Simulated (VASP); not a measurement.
# CaH6 (Im-3m) in VASP: single point with PBE

Aim: the single point of CaH6 with PBE.

Everything below comes from runs of VASP 6.6.1. Logs are shortened: lines on timing, memory, paths and dates and some standing lists are left out, and cuts for length are marked.

**1. The cell of the first run**

It takes space group Im-3m (No. 229, cubic). Conventional cell: a = 3.540 Å, b = 3.540 Å, c = 3.540 Å, α = 90.00°, β = 90.00°, γ = 90.00°. Within 2.6 Å of Ca (site symmetry m-3m) lie 24 H at 1.98 Å. Within 1.7 Å of H (site symmetry -4m2) lie 4 H at 1.25 Å.

**2. Single point, PBE**

File INCAR:

```
SYSTEM = CaH6
ALGO = Normal ; EDIFF = 1E-6
ENCUT = 500 ; GGA = PE
GGA_COMPAT = .False. ; ISIF = 2
ISMEAR = -1 ; LASPH = .True.
LCHARG = .True. ; LELF = .True.
LREAL = .False. ; LVHAR = .True.
LWAVE = .False. ; NBANDS = 17
NELM = 120 ; PREC = Accurate
SIGMA = 0.2
```

File KPOINTS:

```
k-points
0
Gamma
  4 4 4
  0 0 0
```

File POSCAR:

```
CaH6
1.0
   -1.7700000000      1.7700000000      1.7700000000
    1.7700000000     -1.7700000000      1.7700000000
    1.7700000000      1.7700000000     -1.7700000000
Ca H
1 6
Direct
    0.0000000000      0.0000000000      0.0000000000
    0.5000000000      0.7500000000      0.2500000000
    0.5000000000      0.2500000000      0.7500000000
    0.2500000000      0.5000000000      0.7500000000
    0.7500000000      0.5000000000      0.2500000000
    0.7500000000      0.2500000000      0.5000000000
    0.2500000000      0.7500000000      0.5000000000
```

Potentials or basis: VASP PAW PBE potentials, release 64 (Ca_sv, H).

The run is started by

```
> cat potpaw_PBE.64/Ca_sv/POTCAR potpaw_PBE.64/H/POTCAR > POTCAR
> mpirun -np 1 vasp_std > vasp.out
```

OUTCAR:

```text
SYSTEM = CaH6
   EDIFF = 1E-6
   ENCUT = 500
   GGA = PE
   ISIF = 2
   ISMEAR = -1
   LASPH = .True.
   LREAL = .False.
   NELM = 120
   PREC = Accurate

 ion  position               nearest neighbor table
   1  0.000  0.000  0.000-   6 1.98   7 1.98   3 1.98   4 1.98   6 1.98   7 1.98   6 1.98   7 1.98
                             5 1.98   6 1.98   2 1.98   7 1.98   4 1.98   2 1.98   5 1.98   3 1.98
   2  0.500  0.750  0.250-   1 1.98   1 1.98   1 1.98   1 1.98
   3  0.500  0.250  0.750-   1 1.98   1 1.98   1 1.98   1 1.98
   4  0.250  0.500  0.750-   1 1.98   1 1.98   1 1.98   1 1.98
   5  0.750  0.500  0.250-   1 1.98   1 1.98   1 1.98   1 1.98
   6  0.750  0.250  0.500-   1 1.98   1 1.98   1 1.98   1 1.98
   7  0.250  0.750  0.500-   1 1.98   1 1.98   1 1.98   1 1.98

  LATTYP: Found a body centered cubic cell.
 ALAT       =     3.5400000000

  Lattice vectors:

 A1 = (  -1.7700000000,   1.7700000000,   1.7700000000)
 A2 = (   1.7700000000,  -1.7700000000,   1.7700000000)
 A3 = (   1.7700000000,   1.7700000000,  -1.7700000000)

Analysis of symmetry for initial positions (statically):
=====================================================================
 Subroutine PRICEL returns:
 Original cell was already a primitive cell.

 Routine SETGRP: Setting up the symmetry group for a
 body centered cubic supercell.

 Subroutine GETGRP returns: Found 48 space group operations
 (whereof 48 operations were pure point group operations)
 out of a pool of 48 trial point group operations.

The static configuration has the point symmetry O_h .

Analysis of symmetry for dynamics (positions and initial velocities):
=====================================================================
 Subroutine PRICEL returns:
 Original cell was already a primitive cell.

 Routine SETGRP: Setting up the symmetry group for a
 body centered cubic supercell.

 Subroutine GETGRP returns: Found 48 space group operations
 (whereof 48 operations were pure point group operations)
 out of a pool of 48 trial point group operations.

The dynamic configuration has the point symmetry O_h .

 Subroutine INISYM returns: Found 48 space group operations
 (whereof 48 operations are pure point group operations),
 and found     1 'primitive' translations

----------------------------------------------------------------------------------------

                                     Primitive cell

  volume of cell :      22.1809

  direct lattice vectors                    reciprocal lattice vectors
    -1.770000000  1.770000000  1.770000000     0.000000000  0.282485876  0.282485876
     1.770000000 -1.770000000  1.770000000     0.282485876  0.000000000  0.282485876
     1.770000000  1.770000000 -1.770000000     0.282485876  0.282485876  0.000000000

  length of vectors
     3.065729929  3.065729929  3.065729929     0.399495357  0.399495357  0.399495357

  position of ions in fractional coordinates (direct lattice)
     0.000000000  0.000000000  0.000000000
     0.500000000  0.750000000  0.250000000
     0.500000000  0.250000000  0.750000000
     0.250000000  0.500000000  0.750000000
     0.750000000  0.500000000  0.250000000
     0.750000000  0.250000000  0.500000000
     0.250000000  0.750000000  0.500000000

  ion indices of the primitive-cell ions
   primitive index   ion index
                 1           1
                 2           2
                 3           3
                 4           4
                 5           5
                 6           6
                 7           7

----------------------------------------------------------------------------------------

 KPOINTS: k-points

Automatic generation of k-mesh.
 Grid dimensions read from file:
 generate k-points for:    4    4    4

 Generating k-lattice:

  Cartesian coordinates                     Fractional coordinates (reciprocal lattice)
     0.000000000  0.070621469  0.070621469     0.250000000  0.000000000  0.000000000
     0.070621469  0.000000000  0.070621469     0.000000000  0.250000000  0.000000000
     0.070621469  0.070621469  0.000000000     0.000000000  0.000000000  0.250000000

  Length of vectors
     0.099873839  0.099873839  0.099873839

  Shift w.r.t. Gamma in fractional coordinates (k-lattice)
     0.000000000  0.000000000  0.000000000

 Subroutine IBZKPT returns following result:
 ===========================================

 Found      8 irreducible k-points:

 Following reciprocal coordinates:
            Coordinates               Weight
  0.000000  0.000000  0.000000      1.000000
  0.250000  0.000000  0.000000     12.000000
  0.500000  0.000000  0.000000      6.000000
  0.250000  0.250000  0.000000     24.000000
  0.250000  0.250000  0.250000      2.000000
 -0.250000  0.250000  0.250000      6.000000
  0.500000  0.500000  0.250000     12.000000
  0.500000  0.500000  0.500000      1.000000
   k-points           NKPTS =      8   k-points in BZ     NKDIM =      8   number of bands    NBANDS=     17
   number of dos      NEDOS =    301   number of ions     NIONS =      7
   total plane-waves  NPLWV =  13824
   dimension x,y,z NGX =    24 NGY =   24 NGZ =   24
   dimension x,y,z NGXF=    48 NGYF=   48 NGZF=   48
   ions per type =               1   6
   NGX,Y,Z   is equivalent  to a cutoff of  13.01, 13.01, 13.01 a.u.
   NGXF,Y,Z  is equivalent  to a cutoff of  26.03, 26.03, 26.03 a.u.
 SYSTEM =  CaH6
   PREC   = accura    normal or accurate (medium, high low for compatibility)
   ISTART =      0    job   : 0-new  1-cont  2-samecut
   ICHARG =      2    charge: 1-file 2-atom 10-const
   ISPIN  =      1    spin polarized calculation?
   LNONCOLLINEAR =      F non collinear calculations
   LSORBIT =      F    spin-orbit coupling
   LASPH  =      T    aspherical Exc in radial PAW
   ENCUT  =  500.0 eV  36.75 Ry    6.06 a.u.   5.59  5.59  5.59*2*pi/ulx,y,z
   NELM   =    120;   NELMIN=  2; NELMDL= -5     # of ELM steps
   EDIFF  = 0.1E-05   stopping-criterion for ELM
   LREAL  =      F    real-space projection
   EDIFFG = 0.1E-04   stopping-criterion for IOM
   NSW    =      0    number of steps for IOM
   IBRION =     -1    ionic relax: 0-MD 1-quasi-New 2-CG
   NFREE  =      0    steps in history (QN), initial steepest desc. (CG)
   ISIF   =      2    stress and relaxation
   ISYM   =      2    0-nonsym 1-usesym 2-fastsym
   POTIM  = 0.5000    time-step for ionic-motion
   TEBEG  =    0.0;   TEEND  =   0.0 temperature during run
   PSTRESS=    0.0 pullay stress
   NELECT =      16.0000    total number of electrons
   NUPDOWN=      -1.0000    fix difference up-down
   EMIN   =  10.00;   EMAX   =-10.00  energy-range for DOS
   EFERMI =   0.00;   METHOD = LEGACY
   ISMEAR =    -1;   SIGMA  =   0.20  broadening in eV -4-tet -1-fermi 0-gaus
   EFERMI_NEDOS =   21; number of points for ismear=-14 and -15
   IALGO  =     38    algorithm
   IMIX   =      4    mixing-type and parameters
     AMIX     =   0.40;   BMIX     =  1.00
     AMIX_MAG =   1.60;   BMIX_MAG =  1.00
  volume/ion in A,a.u.               =       3.17        21.38
  Fermi-wavevector in a.u.,A,eV,Ry     =   1.468210  2.774515 29.329278  2.155641
  Thomas-Fermi vector in A             =   2.583735
   LORBIT       =      0    0 simple, 1 ext, 2 COOP (PROOUT), +10 PAW based schemes
   GGA     = PE    functional components
   LHFCALC =     F    Hartree Fock is set to
   AEXX    =    0.0000 exact exchange contribution
   IVDW    =     0    specifies the selected vdW correction
   LEPSILON=     F    determine dielectric tensor
   LRPA    =     F    only Hartree local field effects (RPA)
 non-spin polarized calculation
  energy-cutoff  :      500.00
  volume of cell :       22.18
 maximum number of plane-waves:       586
 NGX is ok and might be reduce to    24
   NGX = 11   NGY = 11   NGZ = 11

 number of electron      16.0000003 magnetization

 Free energy of the ion-electron system (eV)
  ---------------------------------------------------
  ext. energy  EPLUGINS =         0.00000000
  ---------------------------------------------------
  free energy    TOTEN  =       -14.77304249 eV

  energy without entropy =      -14.59208405  energy(sigma->0) =      -14.68256327

 E-fermi :   8.3615     XC(G=0): -13.1156

 val. band max:        8.3602036961   @ k =   0.0000   0.0000   0.0000
 cond. band min:       8.5602267090   @ k =  -0.2500   0.2500   0.2500
 fundamental gap:      0.2000230129
 Fermi energy:         8.3614755216

 k-point     1 :       0.0000    0.0000    0.0000
  band No.  band energies     occupation
      1     -31.4808      2.00000
      2     -11.9439      2.00000
      3     -11.9439      2.00000
      4     -11.9439      2.00000
      5      -7.6812      2.00000
      6       7.4872      1.97505
[... 9 lines left out ...]
     16      28.0197      0.00000
     17      28.0197      0.00000

 k-point     2 :       0.2500    0.0000    0.0000
  band No.  band energies     occupation
      1     -31.2746      2.00000
      2     -13.5591      2.00000
      3     -12.1825      2.00000
      4     -11.9932      2.00000
      5      -5.1889      2.00000
      6       1.3253      2.00000
[... 9 lines left out ...]
     16      24.2609      0.00000
     17      24.4364      0.00000

 k-point     3 :       0.5000    0.0000    0.0000
  band No.  band energies     occupation
      1     -31.0589      2.00000
      2     -14.5770      2.00000
      3     -12.4084      2.00000
      4     -12.0475      2.00000
      5      -3.1401      2.00000
      6      -1.0799      2.00000
[... 72 lines left out ...]
 k-point     7 :       0.5000    0.5000    0.2500
  band No.  band energies     occupation
      1     -30.9510      2.00000
      2     -13.9386      2.00000
      3     -12.7994      2.00000
      4     -12.6983      2.00000
      5      -2.5422      2.00000
      6      -2.1609      2.00000
[... 9 lines left out ...]
     16      24.2705      0.00000
     17      24.6580      0.00000

 k-point     8 :       0.5000    0.5000    0.5000
  band No.  band energies     occupation
      1     -30.8418      2.00000
      2     -13.1551      2.00000
      3     -13.1551      2.00000
      4     -13.1551      2.00000
      5      -3.4337      2.00000
      6      -3.4337      2.00000
[... 9 lines left out ...]
     16      29.0249      0.00000
     17      29.4096      0.00000

------------------------ aborting loop because EDIFF is reached ----------------------------------------

  FORCE on cell =-STRESS in cart. coord.  units (eV):
  Direction    XX          YY          ZZ          XY          YZ          ZX
  --------------------------------------------------------------------------------------
  -------------------------------------------------------------------------------------
  Total       19.0518385     19.0518385     19.0518385      0.0000000     -0.0000000     -0.0000000
  in kB     1376.1560468   1376.1560468   1376.1560468      0.0000000     -0.0000000     -0.0000000
  external PRESSURE =    1376.1560468 kB  Pullay stress =       0.0000000 kB

 VOLUME and BASIS-vectors are now :
 -----------------------------------------------------------------------------
  energy-cutoff  :      500.00
  volume of cell :       22.18
      direct lattice vectors                 reciprocal lattice vectors
    -1.770000000  1.770000000  1.770000000     0.000000000  0.282485876  0.282485876
     1.770000000 -1.770000000  1.770000000     0.282485876  0.000000000  0.282485876
     1.770000000  1.770000000 -1.770000000     0.282485876  0.282485876  0.000000000

 POSITION                                       TOTAL-FORCE (eV/Angst)
 -----------------------------------------------------------------------------------
      0.00000      0.00000      0.00000         0.000000     -0.000000     -0.000000
      0.88500     -0.00000      1.77000         0.000000     -0.000000     -0.000000
      0.88500      1.77000      0.00000         0.000000      0.000000      0.000000
      1.77000      0.88500      0.00000         0.000000     -0.000000      0.000000
     -0.00000      0.88500      1.77000        -0.000000     -0.000000      0.000000
     -0.00000      1.77000      0.88500         0.000000     -0.000000     -0.000000
      1.77000     -0.00000      0.88500        -0.000000      0.000000     -0.000000
 -----------------------------------------------------------------------------------
    total drift:                               -0.000000      0.000000      0.000000

  FREE ENERGIE OF THE ION-ELECTRON SYSTEM (eV)
  ---------------------------------------------------
  free  energy   TOTEN  =       -14.7730424870 eV

  energy  without entropy=      -14.5920840478  energy(sigma->0) =      -14.68256327
```

It took 5.9 s on 1 thread of Intel Xeon Platinum 8259CL at 2.50GHz (Skylake/Cascade Lake), shared host; peak memory 0.13 GiB.

Results:

- Free energy: -14.7730 eV
- Pressure: 137.6 GPa
- Band gap on the k mesh: zero (bands 8 and 9 overlap by 7.19 eV)

Levels at points of the mesh, in eV from the Fermi level:
| k point | band 5 | band 6 | band 7 | band 8 | band 9 | band 10 | band 11 | band 12 |
| --- | --- | --- | --- | --- | --- | --- | --- | --- |
| (0.00, 0.00, 0.00) | -16.04 | -0.87 | -0.87 | -0.87 | 0.00 | 0.00 | 1.79 | 1.79 |
| (0.50, 0.00, 0.00) | -11.50 | -9.44 | -5.06 | -2.88 | 3.80 | 3.89 | 7.92 | 9.51 |
| (0.50, 0.50, 0.50) | -11.80 | -11.80 | -2.28 | -2.28 | -2.28 | 6.93 | 6.93 | 6.93 |

Caveat: the k points lie up to 0.63 Å⁻¹ apart, too coarse for converged energies and pressures of a metal.
